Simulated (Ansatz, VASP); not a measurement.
**Sr3ReC2: VASP beside Ansatz**

```
CELL_PARAMETERS angstrom
7.31103 0.00000 0.00000
-3.65551 6.33153 0.00000
0.00000 0.00000 3.09758
ATOMIC_POSITIONS crystal
Sr 0.50000 0.00000 0.50000
Sr 0.50000 0.50000 0.50000
Sr 0.00000 0.50000 0.50000
Re 0.00000 0.00000 0.00000
C 0.33333 0.66667 0.00000
C 0.66667 0.33333 0.00000
```

Change from the starting cell: species swapped into the HoCo3B2 type (P6/mmm, No. 191).

Alike in both runs: task relaxation of cell and atoms; functional PBE; k mesh 6 × 6 × 12; occupations gaussian, width 0.1 eV; no spin polarisation.

|  | VASP | Ansatz |
| --- | --- | --- |
| version | VASP 6.6.1 | Ansatz 0.2.0 |
| potentials or method | VASP PAW PBE potentials, release 64 (Sr_sv, Re, C), cutoff 600 eV | scalar-relativistic, plane waves, PAW |
| valence electrons in the cell | 45 | 53 |

|  | VASP | Ansatz | Ansatz less VASP |
| --- | --- | --- | --- |
| gap on the k mesh at the Fermi level, each at its own relaxed structure (eV) | none | none | - |
| relaxed volume (Å³/atom) | 24.04 | 23.86 | -0.176 |
| relaxed length of the cell vector where the two differ most in proportion (Å) | 3.100 | 3.081 | -0.0188 |

A gap of «none» marks a metal or a gap that the smearing closes. VASP's potentials hold 45 valence electrons a cell and Ansatz's 53, so a difference there can come from the potentials and not from the codes.

Spin-orbit coupling is off throughout.
